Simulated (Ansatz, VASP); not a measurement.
One calculation of Ti, two programs

INCAR

```
SYSTEM = Ti
ALGO = Normal
EDIFF = 1E-6
ENCUT = 520
GGA = CA
ISIF = 2
ISMEAR = 0
LASPH = .True.
LCHARG = .False.
LREAL = .False.
LWAVE = .False.
NBANDS = 12
NELM = 100
PREC = Accurate
SIGMA = 0.1
```

File KPOINTS:

```
k-points
0
Gamma
  8 8 8
  0 0 0
```

POSCAR

```
Ti
1.0
   -1.5863737093      1.5863737093      1.5863737093
    1.5863737093     -1.5863737093      1.5863737093
    1.5863737093      1.5863737093     -1.5863737093
Ti
1
Direct
    0.0000000000      0.0000000000      0.0000000000
```

Input for Ansatz:

```yaml
crystal:
  lattice:
    - [-1.5863737093071237, 1.5863737093071248, 1.5863737093071248]
    - [1.5863737093071237, -1.5863737093071248, 1.5863737093071226]
    - [1.5863737093071237, 1.5863737093071235, -1.5863737093071248]
  atoms:
    - { symbol: Ti, position: [1.4315568202972225e-34, -6.183364344518435e-34, -1.1203104460698048e-33] }
basis:
  ecutwfc: 470.0
kpoints:
  mp_grid:
    grid: [8, 8, 8]
hamiltonian:
  xc: lda
scf:
  occupations:
    method: gaussian
output:
  forces: true
  stress: true
```

Alike in both runs: task single point; functional LDA; k mesh 8 × 8 × 8; no spin polarisation.

```csv
,VASP,Ansatz
version,VASP 6.6.1,Ansatz 0.2.0
potentials or method,"VASP PAW LDA potentials, release 64 (Ti_sv), cutoff 520 eV","plane waves, PAW"
occupations,"gaussian, width 0.1 eV",gaussian
valence electrons in the cell,12,12
```

|  | VASP | Ansatz | Ansatz less VASP |
| --- | --- | --- | --- |
| pressure (GPa) | -0.7 | -0.6 | +0.11 |

LDA's correlation is that of Perdew and Zunger in VASP and of Perdew and Wang (1992) in Ansatz.
